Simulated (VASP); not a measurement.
# Al2Ru (I4/mmm) in VASP: notebook, part 2 of 2

VASP 6.6.1.

### 3 Single point, r2SCAN (biaxial strain in the a-b plane: +1.0 %)

Contents of POSCAR:

```
Al2Ru
1.0
    3.1530387148      0.0000000000      0.0000000000
    0.0000000000      3.1530387148      0.0000000000
    0.0000000000      0.0000000000      8.3943135061
Al Ru
4 2
Direct
    0.5000000000      0.5000000000      0.1590940356
    0.0000000000      0.0000000000      0.3409059644
    0.0000000000      0.0000000000      0.6590940356
    0.5000000000      0.5000000000      0.8409059644
    0.0000000000      0.0000000000      0.0000000000
    0.5000000000      0.5000000000      0.5000000000
```

Contents of INCAR.step1:

```
ALGO     = Normal         # electronic algorithm
EDIFF    = 1E-4           # SCF threshold, eV
ENCUT    = 520            # plane-wave cutoff, eV
GGA      = PE             # functional
ISMEAR   = 0              # smearing method
LASPH    = T              # aspherical terms in the spheres
LCHARG   = F              # write CHGCAR
LREAL    = F              # projectors in reciprocal space
LWAVE    = T              # write WAVECAR
NBANDS   = 29             # bands
NELM     = 60             # most SCF steps
PREC     = Accurate       # precision mode
SIGMA    = 0.1            # smearing width, eV
```

Contents of INCAR.step2:

```
ALGO     = Normal         # electronic algorithm
EDIFF    = 1E-6           # SCF threshold, eV
ENCUT    = 520            # plane-wave cutoff, eV
ISIF     = 2              # what is computed and relaxed
ISMEAR   = 0              # smearing method
ISTART   = 1            
LASPH    = T              # aspherical terms in the spheres
LCHARG   = F              # write CHGCAR
LMIXTAU  = T            
LREAL    = F              # projectors in reciprocal space
LWAVE    = F              # write WAVECAR
METAGGA  = R2SCAN         # meta-GGA
NBANDS   = 29             # bands
NELM     = 60             # most SCF steps
PREC     = Accurate       # precision mode
SIGMA    = 0.1            # smearing width, eV
```

Contents of KPOINTS:

```
k-points
0
Gamma
  12 12 4
```

Potentials or basis: VASP PAW PBE potentials, release 64 (Al, Ru_pv).

On the command line:

```console
> cat potpaw_PBE.64/Al/POTCAR potpaw_PBE.64/Ru_pv/POTCAR > POTCAR
> cp INCAR.step1 INCAR
> mpirun -np 1 vasp_std > vasp.out
> cp INCAR.step2 INCAR
> mpirun -np 1 vasp_std > vasp.out
```

OUTCAR:

```text
EDIFF = 1E-6
   ENCUT = 520
   ISIF = 2
   ISMEAR = 0
   ISTART = 1
   LASPH = T
   LREAL = F
   METAGGA = R2SCAN
   NELM = 60
   PREC = Accurate

 ion  position               nearest neighbor table
   1  0.500  0.500  0.159-   5 2.60   5 2.60   5 2.60   5 2.60   4 2.67   2 2.70   2 2.70   2 2.70
                             2 2.70   6 2.86
   2  0.000  0.000  0.341-   6 2.60   6 2.60   6 2.60   6 2.60   3 2.67   1 2.70   1 2.70   1 2.70
                             1 2.70   5 2.86
   3  0.000  0.000  0.659-   6 2.60   6 2.60   6 2.60   6 2.60   2 2.67   4 2.70   4 2.70   4 2.70
                             4 2.70   5 2.86
   4  0.500  0.500  0.841-   5 2.60   5 2.60   5 2.60   5 2.60   1 2.67   3 2.70   3 2.70   3 2.70
                             3 2.70   6 2.86
   5  0.000  0.000  0.000-   1 2.60   4 2.60   1 2.60   4 2.60   1 2.60   4 2.60   1 2.60   4 2.60
                             3 2.86   2 2.86
   6  0.500  0.500  0.500-   2 2.60   3 2.60   2 2.60   3 2.60   2 2.60   3 2.60   2 2.60   3 2.60
                             1 2.86   4 2.86

  LATTYP: Found a simple tetragonal cell.
 ALAT       =     3.1530387148
 C/A-ratio  =     2.6622931925

  Lattice vectors:

 A1 = (   3.1530387148,   0.0000000000,   0.0000000000)
 A2 = (   0.0000000000,   3.1530387148,   0.0000000000)
 A3 = (   0.0000000000,   0.0000000000,   8.3943135061)

Analysis of symmetry for initial positions (statically):
=====================================================================
 Subroutine PRICEL returns following result:

  LATTYP: Found a body centered tetragonal cell.
 ALAT       =     3.1530387148
 C/A-ratio  =     2.6622931925

  Lattice vectors:

 A1 = (  -1.5765193574,   1.5765193574,   4.1971567530)
 A2 = (   1.5765193574,  -1.5765193574,   4.1971567530)
 A3 = (   1.5765193574,   1.5765193574,  -4.1971567530)

   2 primitive cells build up your supercell.

 Routine SETGRP: Setting up the symmetry group for a
[... 153 lines left out ...]
     AMIX_MAG =   1.60;   BMIX_MAG =  1.00
  volume/ion in A,a.u.               =      13.91        93.86
  Fermi-wavevector in a.u.,A,eV,Ry     =   1.281190  2.421098 22.333256  1.641448
  Thomas-Fermi vector in A             =   2.413574
   LORBIT       =      0    0 simple, 1 ext, 2 COOP (PROOUT), +10 PAW based schemes
   METAGGA = R2SCAN    functional components
   LHFCALC =     F    Hartree Fock is set to
   AEXX    =    0.0000 exact exchange contribution
   IVDW    =     0    specifies the selected vdW correction
   LEPSILON=     F    determine dielectric tensor
   LRPA    =     F    only Hartree local field effects (RPA)
 non-spin polarized calculation
 Gauss-broadening in eV      SIGMA  =   0.10
  energy-cutoff  :      520.00
  volume of cell :       83.45
 maximum number of plane-waves:      2280
 NGX is ok and might be reduce to    24

 number of electron      39.9999982 magnetization

 Free energy of the ion-electron system (eV)
  ---------------------------------------------------
  ext. energy  EPLUGINS =         0.00000000
  ---------------------------------------------------
  free energy    TOTEN  =       -82.33042805 eV

  energy without entropy =      -82.32878949  energy(sigma->0) =      -82.32960877

 E-fermi :  10.4312     XC(G=0): -12.7895

 val. band max:       10.4276256716   @ k =   0.3333   0.3333   0.0000
 cond. band min:      10.5165553825   @ k =   0.2500   0.2500   0.0000
 fundamental gap:      0.0889297109
 Fermi energy:        10.4312490417

 k-point     1 :       0.0000    0.0000    0.0000
  band No.  band energies     occupation
      1     -33.6889      2.00000
      2     -33.6889      2.00000
      3     -33.6888      2.00000
      4     -33.6888      2.00000
      5     -33.5807      2.00000
      6     -33.5778      2.00000
[... 757 lines left out ...]
     28      15.8152      0.00000
     29      15.8500      0.00000

 [... further k-points ...]

------------------------ aborting loop because EDIFF is reached ----------------------------------------

  FORCE on cell =-STRESS in cart. coord.  units (eV):
  Direction    XX          YY          ZZ          XY          YZ          ZX
  --------------------------------------------------------------------------------------
  -------------------------------------------------------------------------------------
  Total       -1.9158127     -1.9158127     -0.1022671      0.0000000      0.0000000      0.0000000
  in kB      -36.7806864    -36.7806864     -1.9633732      0.0000000      0.0000000      0.0000000
  external PRESSURE =     -25.1749153 kB  Pullay stress =       0.0000000 kB

 VOLUME and BASIS-vectors are now :
 -----------------------------------------------------------------------------
  energy-cutoff  :      520.00
  volume of cell :       83.45
      direct lattice vectors                 reciprocal lattice vectors
     3.153038715  0.000000000  0.000000000     0.317154368  0.000000000  0.000000000
     0.000000000  3.153038715  0.000000000     0.000000000  0.317154368  0.000000000
     0.000000000  0.000000000  8.394313506     0.000000000  0.000000000  0.119128265

 POSITION                                       TOTAL-FORCE (eV/Angst)
 -----------------------------------------------------------------------------------
      1.57652      1.57652      1.33549        -0.000000     -0.000000      0.110568
      0.00000      0.00000      2.86167         0.000000      0.000000     -0.110568
      0.00000      0.00000      5.53264         0.000000      0.000000      0.110568
      1.57652      1.57652      7.05883         0.000000      0.000000     -0.110568
      0.00000      0.00000      0.00000         0.000000      0.000000      0.000000
      1.57652      1.57652      4.19716        -0.000000     -0.000000     -0.000000
 -----------------------------------------------------------------------------------
    total drift:                                0.000000      0.000000     -0.000000

  FREE ENERGIE OF THE ION-ELECTRON SYSTEM (eV)
  ---------------------------------------------------
  free  energy   TOTEN  =       -82.3304280478 eV

  energy  without entropy=      -82.3287894852  energy(sigma->0) =      -82.32960877
```

OUTCAR.step1:

```text
EDIFF = 1E-4
   ENCUT = 520
   GGA = PE
   ISMEAR = 0
[... 1028 lines left out ...]
      0.00000      0.00000      5.53264        -0.000000     -0.000000      0.157848
      1.57652      1.57652      7.05883        -0.000000     -0.000000     -0.157848
      0.00000      0.00000      0.00000        -0.000000     -0.000000      0.000000
      1.57652      1.57652      4.19716         0.000000      0.000000      0.000000
 -----------------------------------------------------------------------------------
    total drift:                                0.000000      0.000000     -0.000000

  FREE ENERGIE OF THE ION-ELECTRON SYSTEM (eV)
  ---------------------------------------------------
  free  energy   TOTEN  =       -37.4221581562 eV

  energy  without entropy=      -37.4181171274  energy(sigma->0) =      -37.42013764
```

Run time: 3.7 min. Hardware: 1 thread of Intel Xeon 6975P-C (Granite Rapids), shared host; peak memory 0.3 GiB.

What came out:

| Item | Value |
| --- | --- |
| Free energy | -82.3304 eV |
| Pressure | -2.5 GPa |
| Largest force | 0.111 eV/Å |
| Band gap on the k mesh | zero (bands 20 and 21 overlap by 0.09 eV) |

Forces in eV/Å, atoms in the order of the input:
```
Al   0.000  0.000  0.111
Al   0.000  0.000 -0.111
Al   0.000  0.000  0.111
Al   0.000  0.000 -0.111
Ru   0.000  0.000  0.000
Ru   0.000  0.000  0.000
```

Stress tensor (GPa, compression positive):
```
-3.68  0.00  0.00
 0.00 -3.68  0.00
 0.00  0.00 -0.20
```

Caveat: the cell differs from its parent crystal (biaxial strain in the a-b plane: +1.0 %); the PAW data sets were made with another functional, which shifts forces and pressure a little.

### 4 Single point, r2SCAN (biaxial strain in the a-b plane: +2.0 %, then relaxed in part)

Contents of POSCAR:

```
Al2Ru
1.0
    3.1842569199      0.0000000000      0.0000000000
    0.0000000000      3.1842569199      0.0000000000
    0.0000000000      0.0000000000      8.3220274434
Al Ru
4 2
Direct
    0.5000000000      0.5000000000      0.1604708115
    0.0000000000      0.0000000000      0.3395291885
    0.0000000000      0.0000000000      0.6604708115
    0.5000000000      0.5000000000      0.8395291885
    0.0000000000      0.0000000000      0.0000000000
    0.5000000000      0.5000000000      0.5000000000
```

Contents of INCAR.step1:

```
SYSTEM = Al2Ru
PREC = Accurate
ENCUT = 520
ISMEAR = 0
SIGMA = 0.1
LREAL = .FALSE.
LASPH = .TRUE.
NELM = 80
NBANDS = 29
GGA = PE
ALGO = Normal
EDIFF = 1E-4
LWAVE = .TRUE.
LCHARG = .FALSE.
```

Contents of INCAR.step2:

```
SYSTEM = Al2Ru
PREC = Accurate
ENCUT = 520
EDIFF = 1E-7
ISMEAR = 0
SIGMA = 0.1
LREAL = .FALSE.
LASPH = .TRUE.
NELM = 80
ALGO = Normal
ISIF = 2
LWAVE = .FALSE.
LCHARG = .FALSE.
METAGGA = R2SCAN
LMIXTAU = .TRUE.
NBANDS = 29
ISTART = 1
```

Contents of KPOINTS:

```
Automatic mesh
0
G
  12 12 4
  0 0 0
```

Potentials or basis: VASP PAW PBE potentials, release 64 (Al, Ru_pv).

On the command line:

```console
> cat potpaw_PBE.64/Al/POTCAR potpaw_PBE.64/Ru_pv/POTCAR > POTCAR
> cp INCAR.step1 INCAR
> mpirun -np 1 vasp_std > vasp.out
> cp INCAR.step2 INCAR
> mpirun -np 1 vasp_std > vasp.out
```

OUTCAR:

```text
SYSTEM = Al2Ru
   PREC = Accurate
   ENCUT = 520
   EDIFF = 1E-7
   ISMEAR = 0
   LREAL = .FALSE.
   LASPH = .TRUE.
   NELM = 80
   ISIF = 2
   METAGGA = R2SCAN
   ISTART = 1

 ion  position               nearest neighbor table
   1  0.500  0.500  0.160-   5 2.62   5 2.62   5 2.62   5 2.62   4 2.67   2 2.70   2 2.70   2 2.70
                             2 2.70   6 2.83
   2  0.000  0.000  0.340-   6 2.62   6 2.62   6 2.62   6 2.62   3 2.67   1 2.70   1 2.70   1 2.70
                             1 2.70   5 2.83
   3  0.000  0.000  0.660-   6 2.62   6 2.62   6 2.62   6 2.62   2 2.67   4 2.70   4 2.70   4 2.70
[... 1000 lines left out ...]
  Total       -3.4654510     -3.4654510     -0.0874276      0.0000000      0.0000000     -0.0000000
  in kB      -65.7998646    -65.7998646     -1.6600222      0.0000000      0.0000000     -0.0000000
  external PRESSURE =     -44.4199171 kB  Pullay stress =       0.0000000 kB

 VOLUME and BASIS-vectors are now :
 -----------------------------------------------------------------------------
  energy-cutoff  :      520.00
  volume of cell :       84.38
      direct lattice vectors                 reciprocal lattice vectors
     3.184256920  0.000000000  0.000000000     0.314045011  0.000000000  0.000000000
     0.000000000  3.184256920  0.000000000     0.000000000  0.314045011  0.000000000
     0.000000000  0.000000000  8.322027443     0.000000000  0.000000000  0.120163026

 POSITION                                       TOTAL-FORCE (eV/Angst)
 -----------------------------------------------------------------------------------
      1.59213      1.59213      1.33544         0.000000      0.000000      0.012141
      0.00000      0.00000      2.82557        -0.000000      0.000000     -0.012141
      0.00000      0.00000      5.49646         0.000000     -0.000000      0.012141
      1.59213      1.59213      6.98658        -0.000000     -0.000000     -0.012141
      0.00000      0.00000      0.00000        -0.000000      0.000000      0.000000
      1.59213      1.59213      4.16101        -0.000000     -0.000000      0.000000
 -----------------------------------------------------------------------------------
    total drift:                                0.000000      0.000000     -0.000000

  FREE ENERGIE OF THE ION-ELECTRON SYSTEM (eV)
  ---------------------------------------------------
  free  energy   TOTEN  =       -82.2810404414 eV

  energy  without entropy=      -82.2785605144  energy(sigma->0) =      -82.27980048
```

Run time: 3.8 min. Hardware: 1 thread of Intel Xeon 6975P-C (Granite Rapids), shared host; peak memory 0.3 GiB.

What came out:

```
Free energy            : -82.2810 eV
Pressure               : -4.4 GPa
Largest force          : 0.012 eV/Å
Band gap on the k mesh : zero (bands 20 and 21 overlap by 0.11 eV)
```

Forces on the atoms (eV/Å):
```
Al   0.000  0.000  0.012
Al   0.000  0.000 -0.012
Al   0.000  0.000  0.012
Al   0.000  0.000 -0.012
Ru   0.000  0.000  0.000
Ru   0.000  0.000  0.000
```

Stress tensor (GPa, compression positive):
```
-6.58  0.00  0.00
 0.00 -6.58  0.00
 0.00  0.00 -0.17
```

Caveat: the cell differs from its parent crystal (biaxial strain in the a-b plane: +2.0 %, then relaxed in part); the stress differs along the axes, from -7 to -0 GPa; the PAW data sets were made with another functional, which shifts forces and pressure a little.

### 5 Single point, r2SCAN

This run uses another cell than the first one: it holds 3 atoms, not 6.

Contents of POSCAR:

```
Al2Ru
1.0
   -1.5609102549      1.5609102549      4.2224917033
    1.5609102549     -1.5609102549      4.2224917033
    1.5609102549      1.5609102549     -4.2224917033
Al Ru
2 1
Direct
    0.6590940356      0.6590940356      0.0000000000
    0.3409059644      0.3409059644      0.0000000000
    0.0000000000      0.0000000000      0.0000000000
```

Contents of INCAR.step1:

```
SYSTEM = Al2Ru
PREC     = Accurate       ! precision mode
ENCUT    = 520            ! plane-wave cutoff, eV
ISMEAR   = 0              ! smearing method
SIGMA    = 0.15           ! smearing width, eV
LREAL    = .False.        ! projectors in reciprocal space
LASPH    = .True.         ! aspherical terms in the spheres
NELM     = 80             ! most SCF steps
NBANDS   = 17             ! bands
GGA      = PE             ! functional
ALGO     = Normal         ! electronic algorithm
EDIFF    = 1E-4           ! SCF threshold, eV
LWAVE    = .True.         ! write WAVECAR
LCHARG   = .False.        ! write CHGCAR
```

Contents of INCAR.step2:

```
SYSTEM = Al2Ru
PREC     = Accurate       ! precision mode
ENCUT    = 520            ! plane-wave cutoff, eV
EDIFF    = 1E-6           ! SCF threshold, eV
ISMEAR   = 0              ! smearing method
SIGMA    = 0.15           ! smearing width, eV
LREAL    = .False.        ! projectors in reciprocal space
LASPH    = .True.         ! aspherical terms in the spheres
NELM     = 80             ! most SCF steps
ALGO     = Normal         ! electronic algorithm
ISIF     = 2              ! what is computed and relaxed
LWAVE    = .False.        ! write WAVECAR
LCHARG   = .False.        ! write CHGCAR
METAGGA  = R2SCAN         ! meta-GGA
LMIXTAU  = .True.       
NBANDS   = 17             ! bands
ISTART   = 1
```

Contents of KPOINTS:

```
regular mesh
0
Gamma
  16 16 16
  0 0 0
```

On the command line:

```console
> cat potpaw_PBE.64/Al/POTCAR potpaw_PBE.64/Ru_pv/POTCAR > POTCAR
> cp INCAR.step1 INCAR
> mpirun -np 1 vasp_std > vasp.out
> cp INCAR.step2 INCAR
> mpirun -np 1 vasp_std > vasp.out
```

It took 8.5 min on 1 thread of Intel Xeon 6975P-C (Granite Rapids), shared host; peak memory 0.39 GiB.

The run converged. Its results:

* Free energy: -41.1749 eV
* Pressure: -0.1 GPa
* Largest force: 0.009 eV/Å
* Band gap on the k mesh: zero (bands 10 and 11 overlap by 0.02 eV)

Forces on the atoms (eV/Å):
```
Al   0.000  0.000  0.009
Al   0.000  0.000 -0.009
Ru   0.000  0.000  0.000
```

Stress tensor (GPa, compression positive):
```
-0.05  0.00  0.00
 0.00 -0.05  0.00
 0.00  0.00 -0.19
```

Levels at points of the mesh, in eV from the Fermi level:
| k point | band 8 | band 9 | band 10 | band 11 | band 12 | band 13 |
| --- | --- | --- | --- | --- | --- | --- |
| (0.00, 0.00, 0.00) | -2.18 | -2.08 | -1.15 | 2.53 | 4.75 | 6.45 |
| (0.50, 0.00, 0.00) | -3.01 | -2.81 | -1.60 | 0.69 | 3.24 | 5.32 |
| (0.50, 0.50, 0.00) | -3.27 | -1.24 | -0.46 | 0.41 | 2.00 | 2.01 |
| (0.50, 0.50, 0.50) | -1.73 | -1.73 | -1.13 | 3.35 | 3.35 | 6.49 |

Caveat: the PAW data sets were made with another functional, which shifts forces and pressure a little.

### 6 Single point, r2SCAN

This run uses another cell than the first one: it holds 3 atoms, not 6.

POSCAR is that of step 5.

Contents of INCAR.step1:

```
PREC = Accurate
ENCUT = 520
ISMEAR = 0
SIGMA = 0.1
LREAL = False
LASPH = True
NELM = 80
NBANDS = 17
GGA = PE
ALGO = Normal
EDIFF = 1E-4
LWAVE = True
LCHARG = False
```

Contents of INCAR.step2:

```
PREC = Accurate
ENCUT = 520
EDIFF = 1E-7
ISMEAR = 0
SIGMA = 0.1
LREAL = False
LASPH = True
NELM = 80
ALGO = Normal
ISIF = 2
LWAVE = False
LCHARG = False
METAGGA = R2SCAN
LMIXTAU = True
NBANDS = 17
ISTART = 1
```

Contents of KPOINTS:

```
regular mesh
0
Gamma
  18 18 18
```

Potentials or basis: VASP PAW PBE potentials, release 64 (Al, Ru_pv).

On the command line:

```console
> cat potpaw_PBE.64/Al/POTCAR potpaw_PBE.64/Ru_pv/POTCAR > POTCAR
> cp INCAR.step1 INCAR
> mpirun -np 1 vasp_std > vasp.out
> cp INCAR.step2 INCAR
> mpirun -np 1 vasp_std > vasp.out
```

Run time: 13 min. Hardware: 1 thread of Intel Xeon 6975P-C (Granite Rapids), shared host; peak memory 0.46 GiB.

Results (log left out):

```yaml
Free_energy: -41.1745 eV
Pressure: -0.1 GPa
Largest_force: 0.013 eV/Å
Band_gap_on_the_k_mesh: zero (bands 10 and 11 overlap by 0.05 eV)
```

Forces in eV/Å, atoms in the order of the input:
```
Al   0.000  0.000  0.013
Al   0.000  0.000 -0.013
Ru   0.000  0.000  0.000
```

Stress tensor (GPa, compression positive):
```
-0.07  0.00  0.00
 0.00 -0.07  0.00
 0.00  0.00 -0.16
```

Levels at points of the mesh, in eV from the Fermi level:
```
           k point  band 7  band 8  band 9  band 10  band 11  band 12  band 13  band 14
(0.00, 0.00, 0.00)   -2.21   -2.21   -2.11    -1.18     2.51     4.72     6.42     6.42
(0.50, 0.00, 0.00)   -3.11   -3.03   -2.84    -1.63     0.66     3.21     5.29     7.41
(0.50, 0.50, 0.00)   -3.73   -3.29   -1.26    -0.48     0.38     1.97     1.99     4.92
(0.50, 0.50, 0.50)   -2.78   -1.76   -1.76    -1.15     3.33     3.33     6.47     6.85
```

Caveat: the PAW data sets were made with another functional, which shifts forces and pressure a little.

### 7 Summary

| cell | k mesh | smearing | gap on the mesh (eV) | pressure (GPa) | largest force (eV/Å) |
| --- | --- | --- | --- | --- | --- |
| a = 3.153, b = 3.153, c = 8.381 Å, 6 atoms, atomic positions A | 12 × 12 × 4 | gaussian 0.1 eV | none | -2.4 | 0.01 |
| a = 3.153, b = 3.153, c = 8.394 Å, 6 atoms, atomic positions B | 12 × 12 × 4 | gaussian 0.1 eV | none | -2.5 | 0.11 |
| a = 3.184, b = 3.184, c = 8.322 Å, 6 atoms, atomic positions C | 12 × 12 × 4 | gaussian 0.1 eV | none | -4.4 | 0.01 |
| a = 4.765 Å, angles 141.8, 141.8, 55.2°, 3 atoms, atomic positions D | 16 × 16 × 16 | gaussian 0.15 eV | none | -0.1 | 0.01 |
| a = 4.765 Å, angles 141.8, 141.8, 55.2°, 3 atoms, atomic positions D | 18 × 18 × 18 | gaussian 0.1 eV | none | -0.1 | 0.01 |

Alike in all rows: task single point; level r2SCAN; potentials or basis VASP PAW PBE potentials, release 64 (Al, Ru_pv); no spin polarisation; cutoff (eV) 520.

Caveats: the PAW data sets were made with another functional, which shifts forces and pressure a little; the stress differs along the axes, from -7 to -0 GPa (at least some runs).

Total energies depend on the potentials used, so only differences within one code and one set of settings carry meaning.

The gap in the log of VASP goes by the Fermi energy; the results here count the filled bands.